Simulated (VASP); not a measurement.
# Te2Mo in VASP: single point with LDA

Aim: the single point of Te2Mo with LDA.

Everything below comes from runs of VASP 6.6.1. Logs are shortened: lines on timing, memory, paths and dates and some standing lists are left out, and cuts for length are marked.

**1. The cell of the first run**

The cell holds a slab with vacuum, 3 atoms: a = 3.560 Å, b = 3.560 Å, c = 17.524 Å, α = 90.00°, β = 90.00°, γ = 120.00°.

**2. Single point, LDA (atom 1 (Te) moved -0.160 Å along Cartesian [1 1 0])**

INCAR reads:

```
PREC = Accurate
ENCUT = 520
EDIFF = 1E-6
ISMEAR = 0
SIGMA = 0.05
LREAL = False
LASPH = True
NELM = 100
ALGO = Normal
ISIF = 2
LWAVE = False
LCHARG = False
GGA = CA
NBANDS = 20
```

KPOINTS reads:

```
Automatic mesh
0
Gamma
  12 12 2
```

POSCAR reads:

```
Te2Mo
1.0
    3.5602328140      0.0000000000      0.0000000000
   -1.7801164070      3.0832520603      0.0000000000
    0.0000000000      0.0000000000     17.5240578200
Te Mo
2 1
Direct
    0.2832082935      0.6299725908      0.8978554500
    0.3333333333      0.6666666667      0.1021445500
    0.0000000000      0.0000000000      0.0000000000
```

Potentials or basis: VASP PAW LDA potentials, release 64 (Te, Mo_sv).

The run is started by

```console
cat potpaw_LDA.64/Te/POTCAR potpaw_LDA.64/Mo_sv/POTCAR > POTCAR
mpirun -np 1 vasp_std > vasp.out
```

OUTCAR:

```text
PREC = Accurate
   ENCUT = 520
   EDIFF = 1E-6
   ISMEAR = 0
   LREAL = False
   LASPH = True
   NELM = 100
   ISIF = 2
   GGA = CA

 ion  position               nearest neighbor table
   1  0.283  0.630  0.898-   3 2.64   3 2.70   3 2.84   2 3.58
   2  0.333  0.667  0.102-   3 2.73   3 2.73   3 2.73   1 3.58
   3  0.000  0.000  0.000-   1 2.64   1 2.70   2 2.73   2 2.73   2 2.73   1 2.84

  LATTYP: Found a hexagonal cell.
 ALAT       =     3.5602328140
 C/A-ratio  =     4.9221662558

  Lattice vectors:

 A1 = (   3.5602328140,   0.0000000000,   0.0000000000)
 A2 = (  -1.7801164070,   3.0832520603,   0.0000000000)
 A3 = (   0.0000000000,   0.0000000000,  17.5240578200)

Analysis of symmetry for initial positions (statically):
=====================================================================
 Subroutine PRICEL returns:
 Original cell was already a primitive cell.

 Routine SETGRP: Setting up the symmetry group for a
 hexagonal supercell.

 Subroutine GETGRP returns: Found  1 space group operations
 (whereof  1 operations were pure point group operations)
 out of a pool of 24 trial point group operations.

The static configuration has the point symmetry C_1 .

Analysis of symmetry for dynamics (positions and initial velocities):
=====================================================================
 Subroutine PRICEL returns:
 Original cell was already a primitive cell.

 Routine SETGRP: Setting up the symmetry group for a
 hexagonal supercell.

 Subroutine GETGRP returns: Found  1 space group operations
 (whereof  1 operations were pure point group operations)
 out of a pool of 24 trial point group operations.

The dynamic configuration has the point symmetry C_1 .

 Subroutine INISYM returns: Found  1 space group operations
 (whereof  1 operations are pure point group operations),
 and found     1 'primitive' translations

----------------------------------------------------------------------------------------

                                     Primitive cell

  volume of cell :     192.3633

  direct lattice vectors                    reciprocal lattice vectors
     3.560232814  0.000000000  0.000000000     0.280880508  0.162166437  0.000000000
    -1.780116407  3.083252060  0.000000000     0.000000000  0.324332873  0.000000000
     0.000000000  0.000000000 17.524057820     0.000000000  0.000000000  0.057064409

  length of vectors
     3.560232814  3.560232814 17.524057820     0.324332873  0.324332873  0.057064409

  position of ions in fractional coordinates (direct lattice)
     0.283208294  0.629972591  0.897855450
     0.333333333  0.666666667  0.102144550
     0.000000000  0.000000000  0.000000000

  ion indices of the primitive-cell ions
   primitive index   ion index
                 1           1
                 2           2
                 3           3

----------------------------------------------------------------------------------------

 KPOINTS: Automatic mesh

Automatic generation of k-mesh.
 Grid dimensions read from file:
 generate k-points for:   12   12    2

 Generating k-lattice:

  Cartesian coordinates                     Fractional coordinates (reciprocal lattice)
     0.023406709  0.013513870  0.000000000     0.083333333  0.000000000  0.000000000
     0.000000000  0.027027739  0.000000000     0.000000000  0.083333333  0.000000000
     0.000000000  0.000000000  0.028532204     0.000000000  0.000000000  0.500000000

  Length of vectors
     0.027027739  0.027027739  0.028532204

  Shift w.r.t. Gamma in fractional coordinates (k-lattice)
     0.000000000  0.000000000  0.000000000

 Subroutine IBZKPT returns following result:
 ===========================================

 Found    148 irreducible k-points:

 Following reciprocal coordinates:
            Coordinates               Weight
  0.000000  0.000000  0.000000      1.000000
  0.083333  0.000000  0.000000      2.000000
  0.000000  0.083333  0.000000      2.000000
 -0.083333  0.083333  0.000000      2.000000
  0.166667  0.000000  0.000000      2.000000
  0.000000  0.166667  0.000000      2.000000
[... 16 lines left out ...]
  0.166667  0.083333  0.000000      2.000000
 -0.083333  0.250000  0.000000      2.000000
 [... further k-points ...]
   k-points           NKPTS =    148   k-points in BZ     NKDIM =    148   number of bands    NBANDS=     20
   number of dos      NEDOS =    301   number of ions     NIONS =      3
   total plane-waves  NPLWV = 109760
   dimension x,y,z NGX =    28 NGY =   28 NGZ =  140
   dimension x,y,z NGXF=    56 NGYF=   56 NGZF=  280
   ions per type =               2   1
   NGX,Y,Z   is equivalent  to a cutoff of  13.07, 13.07, 13.28 a.u.
   NGXF,Y,Z  is equivalent  to a cutoff of  26.15, 26.15, 26.56 a.u.
 SYSTEM =  unknown system
   PREC   = accura    normal or accurate (medium, high low for compatibility)
   ISTART =      0    job   : 0-new  1-cont  2-samecut
   ICHARG =      2    charge: 1-file 2-atom 10-const
   ISPIN  =      1    spin polarized calculation?
   LNONCOLLINEAR =      F non collinear calculations
   LSORBIT =      F    spin-orbit coupling
   LASPH  =      T    aspherical Exc in radial PAW
   ENCUT  =  520.0 eV  38.22 Ry    6.18 a.u.   6.62  6.62 32.58*2*pi/ulx,y,z
   NELM   =    100;   NELMIN=  2; NELMDL= -5     # of ELM steps
   EDIFF  = 0.1E-05   stopping-criterion for ELM
   LREAL  =      F    real-space projection
   EDIFFG = 0.1E-04   stopping-criterion for IOM
   NSW    =      0    number of steps for IOM
   IBRION =     -1    ionic relax: 0-MD 1-quasi-New 2-CG
   NFREE  =      0    steps in history (QN), initial steepest desc. (CG)
   ISIF   =      2    stress and relaxation
   ISYM   =      2    0-nonsym 1-usesym 2-fastsym
   POTIM  = 0.5000    time-step for ionic-motion
   TEBEG  =    0.0;   TEEND  =   0.0 temperature during run
   PSTRESS=    0.0 pullay stress
   NELECT =      26.0000    total number of electrons
   NUPDOWN=      -1.0000    fix difference up-down
   EMIN   =  10.00;   EMAX   =-10.00  energy-range for DOS
   EFERMI =   0.00;   METHOD = LEGACY
   ISMEAR =     0;   SIGMA  =   0.05  broadening in eV -4-tet -1-fermi 0-gaus
   EFERMI_NEDOS =   21; number of points for ismear=-14 and -15
   IALGO  =     38    algorithm
   IMIX   =      4    mixing-type and parameters
     AMIX     =   0.40;   BMIX     =  1.00
     AMIX_MAG =   1.60;   BMIX_MAG =  1.00
  volume/ion in A,a.u.               =      64.12       432.71
  Fermi-wavevector in a.u.,A,eV,Ry     =   0.840153  1.587660  9.603777  0.705858
  Thomas-Fermi vector in A             =   1.954489
   LORBIT       =      0    0 simple, 1 ext, 2 COOP (PROOUT), +10 PAW based schemes
   GGA     = CA    functional components
   LHFCALC =     F    Hartree Fock is set to
   AEXX    =    0.0000 exact exchange contribution
   IVDW    =     0    specifies the selected vdW correction
   LEPSILON=     F    determine dielectric tensor
   LRPA    =     F    only Hartree local field effects (RPA)
 non-spin polarized calculation
 Gauss-broadening in eV      SIGMA  =   0.05
  energy-cutoff  :      520.00
  volume of cell :      192.36
 maximum number of plane-waves:      5262
   NGX = 13   NGY = 13   NGZ = 65

 number of electron      26.0000000 magnetization

 Free energy of the ion-electron system (eV)
  ---------------------------------------------------
  ext. energy  EPLUGINS =         0.00000000
  ---------------------------------------------------
  free energy    TOTEN  =       -20.33404617 eV

  energy without entropy =      -20.33404617  energy(sigma->0) =      -20.33404617

 E-fermi :   0.1803     XC(G=0):  -4.8306

 val. band max:       -0.1225513379   @ k =   0.3333   0.3333   0.5000
 cond. band min:       0.9136397525   @ k =   0.3333   0.3333   0.0000
 fundamental gap:      1.0361910903
 Fermi energy:         0.1803192061

 k-point     1 :       0.0000    0.0000    0.0000
  band No.  band energies     occupation
      1     -60.4322      2.00000
      2     -34.7736      2.00000
      3     -34.6732      2.00000
      4     -34.6503      2.00000
      5     -12.6747      2.00000
      6     -11.6948      2.00000
[... 12 lines left out ...]
     19       4.7651      0.00000
     20       5.5622      0.00000

 k-point     2 :       0.0833    0.0000    0.0000
  band No.  band energies     occupation
      1     -60.4317      2.00000
      2     -34.7719      2.00000
      3     -34.6752      2.00000
      4     -34.6579      2.00000
      5     -12.5829      2.00000
      6     -11.6300      2.00000
[... 12 lines left out ...]
     19       4.8780      0.00000
     20       5.7690      0.00000

 k-point     3 :       0.0000    0.0833    0.0000
  band No.  band energies     occupation
      1     -60.4316      2.00000
      2     -34.7718      2.00000
      3     -34.6806      2.00000
      4     -34.6528      2.00000
      5     -12.5809      2.00000
      6     -11.6331      2.00000
[... 12 lines left out ...]
     19       4.8825      0.00000
     20       5.7659      0.00000

 k-point     4 :      -0.0833    0.0833    0.0000
  band No.  band energies     occupation
      1     -60.4316      2.00000
      2     -34.7718      2.00000
      3     -34.6794      2.00000
      4     -34.6539      2.00000
      5     -12.5813      2.00000
      6     -11.6324      2.00000
[... 12 lines left out ...]
     19       4.8817      0.00000
     20       5.7687      0.00000

 k-point     5 :       0.1667    0.0000    0.0000
  band No.  band energies     occupation
      1     -60.4301      2.00000
      2     -34.7674      2.00000
      3     -34.6826      2.00000
      4     -34.6767      2.00000
      5     -12.3171      2.00000
      6     -11.4421      2.00000
[... 12 lines left out ...]
     19       5.1995      0.00000
     20       6.0883      0.00000
[... 353 lines left out ...]
      6     -11.5144      2.00000
[... 12 lines left out ...]
     19       5.1114      0.00000
     20       6.0228      0.00000

 k-point    22 :      -0.1667    0.0833    0.0000
  band No.  band energies     occupation
      1     -60.4306      2.00000
      2     -34.7687      2.00000
      3     -34.6839      2.00000
      4     -34.6672      2.00000
      5     -12.4027      2.00000
      6     -11.5053      2.00000
[... 12 lines left out ...]
     19       5.0978      0.00000
     20       6.0221      0.00000

 k-point    23 :       0.1667    0.0833    0.0000
  band No.  band energies     occupation
      1     -60.4287      2.00000
      2     -34.7633      2.00000
      3     -34.7039      2.00000
      4     -34.6781      2.00000
      5     -12.0627      2.00000
      6     -11.2695      2.00000
[... 12 lines left out ...]
     19       5.5144      0.00000
     20       6.4036      0.00000

 k-point    24 :      -0.0833    0.2500    0.0000
  band No.  band energies     occupation
      1     -60.4286      2.00000
      2     -34.7626      2.00000
      3     -34.7208      2.00000
      4     -34.6628      2.00000
      5     -12.0492      2.00000
      6     -11.2903      2.00000
[... 12 lines left out ...]
     19       5.5400      0.00000
     20       6.4112      0.00000

 [... further k-points ...]
[... 5 lines left out ...]
  --------------------------------------------------------------------------------------
  -------------------------------------------------------------------------------------
  Total       -2.6210299     -1.9256013     -1.0039426     -0.3548470     -1.2374673     -1.0120311
  in kB      -21.8303372    -16.0381715     -8.3617537     -2.9554909    -10.3067613     -8.4291218
  external PRESSURE =     -15.4100874 kB  Pullay stress =       0.0000000 kB

 VOLUME and BASIS-vectors are now :
 -----------------------------------------------------------------------------
  energy-cutoff  :      520.00
  volume of cell :      192.36
      direct lattice vectors                 reciprocal lattice vectors
     3.560232814  0.000000000  0.000000000     0.280880508  0.162166437  0.000000000
    -1.780116407  3.083252060  0.000000000     0.000000000  0.324332873  0.000000000
     0.000000000  0.000000000 17.524057820     0.000000000  0.000000000  0.057064409

 POSITION                                       TOTAL-FORCE (eV/Angst)
 -----------------------------------------------------------------------------------
     -0.11314      1.94236     15.73407         0.617603      0.726879      0.190997
     -0.00000      2.05550      1.78999         0.052127      0.035488     -0.363168
      0.00000      0.00000      0.00000        -0.669729     -0.762366      0.172171
 -----------------------------------------------------------------------------------
    total drift:                               -0.000001     -0.000020      0.000000

  FREE ENERGIE OF THE ION-ELECTRON SYSTEM (eV)
  ---------------------------------------------------
  free  energy   TOTEN  =       -20.3340461725 eV

  energy  without entropy=      -20.3340461725  energy(sigma->0) =      -20.33404617
```

Run time: 13 min. Hardware: 1 thread of Oxide Virtual Turin-like, shared host; peak memory 0.63 GiB.

What came out:

```
Free energy            : -20.3340 eV
Largest force          : 1.029 eV/Å
Band gap on the k mesh : 1.04 eV
```

Forces on the atoms (eV/Å):
```
Te   0.618  0.727  0.191
Te   0.052  0.035 -0.363
Mo  -0.670 -0.762  0.172
```

Levels at points of the mesh, in eV from the valence-band top:
```
           k point  band 10  band 11  band 12  band 13  band 14  band 15  band 16  band 17
(0.00, 0.00, 0.00)    -1.52    -1.12    -0.70    -0.36     2.76     3.18     3.34     3.46
(0.50, 0.00, 0.00)    -2.40    -1.43    -0.59    -0.34     1.42     1.75     3.05     3.75
(0.00, 0.50, 0.00)    -2.24    -1.62    -0.79    -0.24     1.33     1.71     3.30     3.74
(0.50, 0.50, 0.00)    -2.27    -1.56    -0.80    -0.21     1.36     1.72     3.19     3.74
(0.00, 0.00, 0.50)    -1.52    -1.12    -0.70    -0.36     2.76     3.18     3.34     3.46
(0.50, 0.00, 0.50)    -2.40    -1.43    -0.59    -0.34     1.42     1.75     3.05     3.75
(0.00, 0.50, 0.50)    -2.24    -1.62    -0.79    -0.24     1.33     1.71     3.30     3.74
(0.50, 0.50, 0.50)    -2.27    -1.56    -0.80    -0.21     1.36     1.72     3.19     3.74
```

Caveat: the cell differs from its parent crystal (atom 1 (Te) moved -0.160 Å along Cartesian [1 1 0]); there is no dipole correction, which matters where the two faces differ; spin-orbit coupling is left out, which moves the levels of the heavy elements.
